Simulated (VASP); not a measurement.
# Bi2Se3 in VASP: settings compared, part 2 of 2

VASP 6.6.1. The steps go on from the part before.

## 4. Single point, LDA (last atom moved by 0.04 Å along z, cell strained by +1.0% along z)

Input file INCAR:

```
  GGA = CA
  ISMEAR = 0
  SIGMA = 0.03
  LWAVE = F
  LCHARG = F
  ISIF = 2
  PREC = Accurate
  LASPH = T
  LREAL = F
  ALGO = Normal
  EDIFF = 1E-8
  NELM = 120
  GGA_COMPAT = F
  ENCUT = 640
  EFERMI = MIDGAP
  KPAR = 2
  NBANDS = 50
```

Input file KPOINTS:

```
Automatic mesh
0
Gamma
  10 10 10
  0 0 0
```

Input file POSCAR:

```
Bi2Se3
1.0
    2.0715000000      1.1959810826      9.6407866666
   -2.0715000000      1.1959810826      9.6407866666
    0.0000000000     -2.3919621653      9.6407866666
Bi Se
2 3
Direct
    0.5992000000      0.5992000000      0.5992000000
    0.4008000000      0.4008000000      0.4008000000
    0.7883000000      0.7883000000      0.7883000000
    0.2117000000      0.2117000000      0.2117000000
    0.0013968400      0.0013968400      0.0013968400
```

Potentials or basis: VASP PAW LDA potentials, release 64 (Bi_d, Se).

On the command line:

```console
$ cat potpaw_LDA.64/Bi_d/POTCAR potpaw_LDA.64/Se/POTCAR > POTCAR
$ mpirun -np 2 vasp_std > vasp.out
```

OUTCAR:

```text
GGA = CA
   ISMEAR = 0
   ISIF = 2
   PREC = Accurate
   LASPH = T
   LREAL = F
   EDIFF = 1E-8
   NELM = 120
   ENCUT = 640
   EFERMI = MIDGAP

 ion  position               nearest neighbor table
   1  0.599  0.599  0.599-   4 2.86   4 2.86   4 2.86   5 3.11   5 3.11   5 3.11
   2  0.401  0.401  0.401-   3 2.86   3 2.86   3 2.86   5 3.06   5 3.06   5 3.06
   3  0.788  0.788  0.788-   2 2.86   2 2.86   2 2.86
   4  0.212  0.212  0.212-   1 2.86   1 2.86   1 2.86
   5  0.001  0.001  0.001-   2 3.06   2 3.06   2 3.06   1 3.11   1 3.11   1 3.11

  LATTYP: Found a trigonal (rhomboedric) cell.
 ALAT       =     9.9330886712
 COS(alpha) =     0.9130176281

  Lattice vectors:

 A1 = (   2.0715000000,   1.1959810826,   9.6407866666)
 A2 = (  -2.0715000000,   1.1959810826,   9.6407866666)
 A3 = (   0.0000000000,  -2.3919621653,   9.6407866666)

Analysis of symmetry for initial positions (statically):
=====================================================================
 Subroutine PRICEL returns:
 Original cell was already a primitive cell.

[... 185 lines left out ...]
 cond. band min:       4.8738580033   @ k =   0.0000   0.0000   0.0000
 fundamental gap:      0.1336725568
 Fermi energy:         4.8070217249

 k-point     1 :       0.0000    0.0000    0.0000
  band No.  band energies     occupation
      1     -18.3508      2.00000
      2     -18.3508      2.00000
      3     -18.3362      2.00000
      4     -18.3268      2.00000
      5     -18.3268      2.00000
      6     -18.2774      2.00000
[... 925 lines left out ...]
     35      12.7002      0.00000
     36      13.6192      0.00000

 [... further k-points ...]

 [bands above 36 left out]

------------------------ aborting loop because EDIFF is reached ----------------------------------------

  FORCE on cell =-STRESS in cart. coord.  units (eV):
  Direction    XX          YY          ZZ          XY          YZ          ZX
  --------------------------------------------------------------------------------------
  -------------------------------------------------------------------------------------
  Total       -1.8083252     -1.8083252     -2.2534342      0.0000000      0.0000000      0.0000000
  in kB      -20.2168810    -20.2168810    -25.1931513      0.0000000      0.0000000      0.0000000
  external PRESSURE =     -21.8756378 kB  Pullay stress =       0.0000000 kB

 VOLUME and BASIS-vectors are now :
 -----------------------------------------------------------------------------
  energy-cutoff  :      640.00
  volume of cell :      143.31
      direct lattice vectors                 reciprocal lattice vectors
     2.071500000  1.195981083  9.640786667     0.241370987  0.139355604  0.034575325
    -2.071500000  1.195981083  9.640786667    -0.241370987  0.139355604  0.034575325
     0.000000000 -2.391962165  9.640786667     0.000000000 -0.278711209  0.034575325

 POSITION                                       TOTAL-FORCE (eV/Angst)
 -----------------------------------------------------------------------------------
      0.00000     -0.00000     17.33028         0.000000     -0.000000      0.169190
      0.00000     -0.00000     11.59208         0.000000      0.000000     -0.044501
      0.00000     -0.00000     22.79950         0.000000      0.000000     -0.055379
      0.00000     -0.00000      6.12286         0.000000     -0.000000      0.116517
      0.00000     -0.00000      0.04040         0.000000      0.000000     -0.185827
 -----------------------------------------------------------------------------------
    total drift:                                0.000000      0.000000      0.000040

  FREE ENERGIE OF THE ION-ELECTRON SYSTEM (eV)
  ---------------------------------------------------
  free  energy   TOTEN  =       -23.3748601039 eV

  energy  without entropy=      -23.3748598673  energy(sigma->0) =      -23.37485999
```

Run time: 40 min. Hardware: 2 MPI ranks of Intel Xeon 6975P-C (Granite Rapids), shared host; peak memory 1.3 GiB.

What came out:

| Property | Result |
| --- | --- |
| Free energy | -23.3749 eV |
| Pressure | -2.2 GPa |
| Largest force | 0.186 eV/Å |
| Band gap on the k mesh | 0.13 eV |

Forces on the atoms (eV/Å):
```
Bi   0.000  0.000  0.169
Bi   0.000  0.000 -0.045
Se   0.000  0.000 -0.055
Se   0.000  0.000  0.117
Se   0.000  0.000 -0.186
```

Levels at points of the mesh, in eV from the valence-band top:
| k point | band 20 | band 21 | band 22 | band 23 | band 24 | band 25 | band 26 | band 27 | band 28 | band 29 |
| --- | --- | --- | --- | --- | --- | --- | --- | --- | --- | --- |
| (0.00, 0.00, 0.00) | -1.80 | -1.80 | -1.14 | -1.14 | 0.00 | 0.13 | 1.36 | 1.36 | 2.05 | 2.63 |
| (0.50, 0.00, 0.00) | -3.01 | -2.98 | -2.16 | -1.20 | -0.57 | 0.73 | 1.85 | 2.84 | 3.00 | 4.03 |
| (0.50, 0.50, 0.00) | -2.55 | -1.94 | -1.87 | -1.58 | -1.05 | 1.22 | 1.85 | 2.50 | 2.86 | 3.41 |
| (0.50, 0.50, 0.50) | -1.59 | -1.57 | -1.30 | -1.30 | -0.50 | 0.59 | 1.65 | 1.65 | 1.98 | 2.31 |

Caveat: the cell differs from its parent crystal (last atom moved by 0.04 Å along z, cell strained by +1.0% along z); spin-orbit coupling is left out, which moves the levels of the heavy elements.

## 5. Single point, PBE exchange alone

This run uses another cell than the first one, of 29.51 Å³/atom.

Input file INCAR:

```
  PREC = Accurate
  ENCUT = 520
  EDIFF = 1E-6
  ISMEAR = -1
  SIGMA = 0.05
  LREAL = F
  LASPH = T
  NELM = 100
  ALGO = Normal
  ISIF = 2
  LWAVE = F
  LCHARG = F
  GGA = PE
  ALDAC = 0.0
  AGGAC = 0.0
  NBANDS = 32
```

Input file KPOINTS:

```
Automatic mesh
0
Gamma
  8 8 8
```

Input file POSCAR:

```
Bi2Se3
1.0
    2.0987597050      1.2117194806      9.6709442292
   -2.0987597050      1.2117194806      9.6709442292
    0.0000000000     -2.4234389614      9.6709442292
Bi Se
2 3
Direct
    0.5992000000      0.5992000000      0.5992000000
    0.4008000000      0.4008000000      0.4008000000
    0.7883000000      0.7883000000      0.7883000000
    0.2117000000      0.2117000000      0.2117000000
    0.0000000000      0.0000000000      0.0000000000
```

Potentials or basis: VASP PAW PBE potentials, release 64 (Bi_d, Se).

On the command line:

```console
$ cat potpaw_PBE.64/Bi_d/POTCAR potpaw_PBE.64/Se/POTCAR > POTCAR
$ mpirun -np 1 vasp_std > vasp.out
```

It took 14 min on 1 thread of Intel Xeon 6975P-C (Granite Rapids), shared host; peak memory 1 GiB.

Results (log left out):

```
Free energy            : -14.2630 eV
Pressure               : 8.9 GPa
Largest force          : 0.340 eV/Å
Band gap on the k mesh : 0.31 eV
```

Forces on the atoms (eV/Å):
```
Bi   0.000  0.000  0.087
Bi   0.000  0.000 -0.087
Se   0.000  0.000  0.340
Se   0.000  0.000 -0.340
Se   0.000  0.000  0.000
```

Stress tensor (GPa, compression positive):
```
8.99 0.00 0.00
0.00 8.99 0.00
0.00 0.00 8.70
```

Levels at points of the mesh, in eV from the valence-band top:
```
           k point  band 22  band 23  band 24  band 25  band 26  band 27
(0.00, 0.00, 0.00)    -1.10    -1.10     0.00     0.31     1.40     1.40
(0.50, 0.00, 0.00)    -1.98    -1.13    -0.52     0.91     1.91     3.01
(0.50, 0.50, 0.00)    -1.74    -1.50    -0.94     1.42     1.99     2.52
(0.50, 0.50, 0.50)    -1.26    -1.26    -0.42     0.70     1.68     1.68
```

Caveat: the cell stands under pressure; spin-orbit coupling is left out, which moves the levels of the heavy elements.

## 6. The runs side by side

| level | potentials or basis | cell | k mesh | cutoff (eV) | smearing | dipole correction | tolerance level | purpose | gap on the mesh (eV) | pressure (GPa) | largest force (eV/Å) |
| --- | --- | --- | --- | --- | --- | --- | --- | --- | --- | --- | --- |
| r2SCAN | VASP PAW PBE potentials, release 64 (Bi_d, Se) | a = 9.840 Å, angles 24.3°, 5 atoms, atomic positions A | 6 × 6 × 6 | 520 | methfessel-paxton 0.1 eV | no | - | - | 0.49 | 1.4 | 0.06 |
| PBE | VASP PAW PBE potentials, release 64 (Bi_d, Se) | a = 9.852 Å, angles 24.3°, 5 atoms, atomic positions B | 8 × 8 × 8 | 520 | fermi-dirac 0.05 eV | no | - | - | 0.20 | 2.0 | 0.02 |
| LDA | VASP PAW LDA potentials, release 64 (Bi_d, Se) | a = 9.933 Å, angles 24.1°, 5 atoms, atomic positions C | 10 × 10 × 10 | 640 | gaussian 0.03 eV | - | standard | forces | 0.13 | -2.2 | 0.19 |
| PBE exchange alone | VASP PAW PBE potentials, release 64 (Bi_d, Se) | a = 9.970 Å, angles 24.3°, 5 atoms, atomic positions A | 8 × 8 × 8 | 520 | fermi-dirac 0.05 eV | no | - | - | 0.31 | 8.9 | 0.34 |

Alike in all rows: task single point; no spin polarisation.

Caveats: spin-orbit coupling is left out, which moves the levels of the heavy elements; the PAW data sets were made with another functional, which shifts forces and pressure a little (at least some runs); the cell stands under pressure (at least some runs).

Total energies depend on the potentials used, so only differences within one code and one set of settings carry meaning.
